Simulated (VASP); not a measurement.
# CuO (C2/c) in VASP: settings compared, part 2 of 2

VASP 6.6.1. Earlier steps stand in the parts before.

## (3) Single point, r2SCAN+D4

This run uses another cell than the first one, of 9.53 Å³/atom.

POSCAR reads:

```
CuO
1.0
    2.2940437287     -1.6763657078      0.0000000000
    2.2940437287      1.6763657078      0.0000000000
   -0.8326750593      0.0000000000      4.9546185987
Cu O
2 2
Direct
    0.5000000000      0.0000000000      0.5000000000
    0.0000000000      0.5000000000      0.0000000000
    0.4184000000      0.5816000000      0.7500000000
    0.5816000000      0.4184000000      0.2500000000
```

INCAR.step1 reads:

```
SYSTEM = CuO
ALGO     = Normal         ! electronic algorithm
EDIFF    = 1E-4           ! SCF threshold, eV
ENCUT    = 520            ! plane-wave cutoff, eV
GGA      = PE             ! functional
ISMEAR   = -1             ! smearing method
LASPH    = .True.         ! aspherical terms in the spheres
LCHARG   = .False.        ! write CHGCAR
LREAL    = .False.        ! projectors in reciprocal space
LWAVE    = .True.         ! write WAVECAR
NBANDS   = 25             ! bands
NELM     = 60             ! most SCF steps
PREC     = Accurate       ! precision mode
SIGMA    = 0.05           ! smearing width, eV
```

INCAR.step2 reads:

```
SYSTEM = CuO
ALGO     = Normal         ! electronic algorithm
EDIFF    = 1E-6           ! SCF threshold, eV
ENCUT    = 520            ! plane-wave cutoff, eV
ISIF     = 2              ! what is computed and relaxed
ISMEAR   = -1             ! smearing method
ISTART   = 1            
IVDW     = 13             ! dispersion correction
LASPH    = .True.         ! aspherical terms in the spheres
LCHARG   = .True.         ! write CHGCAR
LELF     = .True.         ! ELF
LMIXTAU  = .True.       
LREAL    = .False.        ! projectors in reciprocal space
LVHAR    = .True.       
LWAVE    = .False.        ! write WAVECAR
METAGGA  = R2SCAN         ! meta-GGA
NBANDS   = 25             ! bands
NELM     = 60             ! most SCF steps
PREC     = Accurate       ! precision mode
SIGMA    = 0.05           ! smearing width, eV
VDW_A1   = 0.51559235   
VDW_A2   = 5.77342911   
VDW_S6   = 1.0          
VDW_S8   = 0.6018749
```

KPOINTS reads:

```
k-points
0
Gamma
  10 10 5
  0 0 0
```

Potentials or basis: VASP PAW PBE potentials, release 64 (Cu, O).

Command:

```
$ cat potpaw_PBE.64/Cu/POTCAR potpaw_PBE.64/O/POTCAR > POTCAR
$ cp INCAR.step1 INCAR
$ mpirun -np 1 vasp_std > vasp.out
$ cp INCAR.step2 INCAR
$ mpirun -np 1 vasp_std > vasp.out
```

OUTCAR:

```text
SYSTEM = CuO
   EDIFF = 1E-6
   ENCUT = 520
   ISIF = 2
   ISMEAR = -1
   ISTART = 1
   IVDW = 13
   LASPH = .True.
   LREAL = .False.
   METAGGA = R2SCAN
   NELM = 60
   PREC = Accurate

 ion  position               nearest neighbor table
   1  0.500  0.000  0.500-   3 1.91   4 1.91   4 1.92   3 1.92
   2  0.000  0.500  0.000-   4 1.91   3 1.91   4 1.92   3 1.92
   3  0.418  0.582  0.750-   2 1.91   1 1.91   2 1.92   1 1.92
   4  0.582  0.418  0.250-   1 1.91   2 1.91   2 1.92   1 1.92

  LATTYP: Found a base centered monoclinic cell.
 ALAT       =     4.5880874574
 B/A-ratio  =     0.7307470589
 C/A-ratio  =     1.0950317057
 COS(beta)  =    -0.1657361228

  Lattice vectors:

 A1 = (   2.2940437287,  -1.6763657078,   0.0000000000)
 A2 = (   2.2940437287,   1.6763657078,   0.0000000000)
 A3 = (  -0.8326750593,   0.0000000000,   4.9546185987)

Analysis of symmetry for initial positions (statically):
=====================================================================
 Subroutine PRICEL returns:
 Original cell was already a primitive cell.

 Routine SETGRP: Setting up the symmetry group for a
 base centered monoclinic supercell.

 Subroutine GETGRP returns: Found  4 space group operations
[... 174 lines left out ...]
 cond. band min:       6.4335147098   @ k =  -0.1000   0.0000   0.4000
 fundamental gap:      0.0095767050
 Fermi energy:         6.4248382907

 k-point     1 :       0.0000    0.0000    0.0000
  band No.  band energies     occupation
      1     -15.2951      2.00000
      2     -13.8367      2.00000
      3      -2.6359      2.00000
      4       0.1361      2.00000
      5       0.5458      2.00000
      6       2.6242      2.00000
[... 661 lines left out ...]
     24      21.0451      0.00000
     25      21.9691      0.00000

 [... further k-points ...]

------------------------ aborting loop because EDIFF is reached ----------------------------------------

  DFT-D4 for vdW energy calculation

  Edisp (eV):   -0.50481

  FORCE on cell =-STRESS in cart. coord.  units (eV):
  Direction    XX          YY          ZZ          XY          YZ          ZX
  --------------------------------------------------------------------------------------
  -------------------------------------------------------------------------------------
  Total       2.70611     2.26029     2.98039     0.00000     0.00000    -0.57534
  in kB     113.77479    95.03073   125.30631     0.00000     0.00000   -24.18948
  external pressure =      111.37 kB  Pullay stress =        0.00 kB

 VOLUME and BASIS-vectors are now :
 -----------------------------------------------------------------------------
  energy-cutoff  :      520.00
  volume of cell :       38.11
      direct lattice vectors                 reciprocal lattice vectors
     2.294043729 -1.676365708  0.000000000     0.217955741 -0.298264274  0.036629723
     2.294043729  1.676365708  0.000000000     0.217955741  0.298264274  0.036629723
    -0.832675059  0.000000000  4.954618599     0.000000000  0.000000000  0.201831883

 POSITION                                       TOTAL-FORCE (eV/Angst)
 -----------------------------------------------------------------------------------
      0.73068     -0.83818      2.47731        -0.000000     -0.000000      0.000000
      1.14702      0.83818      0.00000        -0.000000     -0.000000      0.000000
      1.66954      0.27358      3.71596        -0.000000     -0.018508     -0.000000
      2.08587     -0.27358      1.23865         0.000000      0.018508      0.000000
 -----------------------------------------------------------------------------------
    total drift:                                0.000000      0.000000     -0.000000

  FREE ENERGIE OF THE ION-ELECTRON SYSTEM (eV)
  ---------------------------------------------------
  free  energy   TOTEN  =       -36.7916373038 eV

  energy  without entropy=      -36.7739327011  energy(sigma->0) =      -36.78278500
```

OUTCAR.step1:

```text
SYSTEM = CuO
   EDIFF = 1E-4
   ENCUT = 520
   GGA = PE
   ISMEAR = -1
   LASPH = .True.
   LREAL = .False.
   NELM = 60
[... 903 lines left out ...]
      1.14702      0.83818      0.00000        -0.000000     -0.000000      0.000000
      1.66954      0.27358      3.71596         0.000000      0.001039      0.000000
      2.08587     -0.27358      1.23865         0.000000     -0.001039      0.000000
 -----------------------------------------------------------------------------------
    total drift:                                0.000000     -0.000000     -0.000000

  FREE ENERGIE OF THE ION-ELECTRON SYSTEM (eV)
  ---------------------------------------------------
  free  energy   TOTEN  =       -19.3332086143 eV

  energy  without entropy=      -19.3147746481  energy(sigma->0) =      -19.32399163
```

OSZICAR.step1:

```text
N       E                     dE             d eps       ncg     rms          rms(c)
DAV:   1     0.293103851808E+03    0.29310E+03   -0.16508E+04  7562   0.221E+03
DAV:   2     0.100468267593E+02   -0.28306E+03   -0.26103E+03  7170   0.402E+02
DAV:   3    -0.242919875258E+02   -0.34339E+02   -0.32431E+02  8598   0.155E+02
DAV:   4    -0.253916272490E+02   -0.10996E+01   -0.10932E+01  8736   0.298E+01
DAV:   5    -0.254115538189E+02   -0.19927E-01   -0.19917E-01  9186   0.357E+00    0.174E+01
DAV:   6    -0.222786014944E+02    0.31330E+01   -0.32730E+01 10011   0.150E+02    0.122E+01
DAV:   7    -0.192833232583E+02    0.29953E+01   -0.90015E+00  8555   0.113E+02    0.260E+00
DAV:   8    -0.193697478080E+02   -0.86425E-01   -0.13593E+00  7669   0.808E+00    0.164E+00
DAV:   9    -0.193378471971E+02    0.31901E-01   -0.53696E-02 12372   0.679E+00    0.515E-01
DAV:  10    -0.193337949127E+02    0.40523E-02   -0.13313E-02 10758   0.200E+00    0.316E-01
DAV:  11    -0.193331676874E+02    0.62723E-03   -0.55816E-03 10681   0.708E-01    0.451E-02
DAV:  12    -0.193332086143E+02   -0.40927E-04   -0.19993E-04  5647   0.159E-01
   1 F= -.19333209E+02 E0= -.19323992E+02  d E =-.184340E-01
```

Run time: 9.1 min. Hardware: 1 thread of Intel Xeon 8259CL, shared host; peak memory 0.25 GiB.

What came out:

- Free energy: -36.7916 eV
- Pressure: 11.1 GPa
- Largest force: 0.019 eV/Å
- Band gap on the k mesh: zero (bands 17 and 18 overlap by 0.59 eV)
- Dispersion energy per atom: -0.126 eV

Forces on the atoms (eV/Å):
```
Cu   0.000  0.000  0.000
Cu   0.000  0.000  0.000
O    0.000 -0.019  0.000
O    0.000  0.019  0.000
```

Levels at points of the mesh, in eV from the Fermi level:
```tsv
k point	band 13	band 14	band 15	band 16	band 17	band 18	band 19	band 20	band 21	band 22
(0.00, 0.00, 0.00)	-2.80	-2.63	-2.56	-2.02	0.19	1.03	2.29	6.62	9.12	14.33
(0.50, 0.00, 0.00)	-2.47	-1.95	-1.84	-1.70	0.03	0.25	5.28	7.12	7.78	12.16
(0.50, 0.50, 0.00)	-2.55	-2.50	-1.77	-1.50	-0.82	1.17	3.56	7.86	9.12	11.27
```

Caveat: the cell stands under pressure; the PAW data sets were made with another functional, which shifts forces and pressure a little; semilocal functionals often make such compounds metallic where correlation or magnetic order opens a gap, which also shifts bond lengths. With open d or f shells a metallic result of r2SCAN can be an artefact of self-interaction; +U or a hybrid may open a gap.
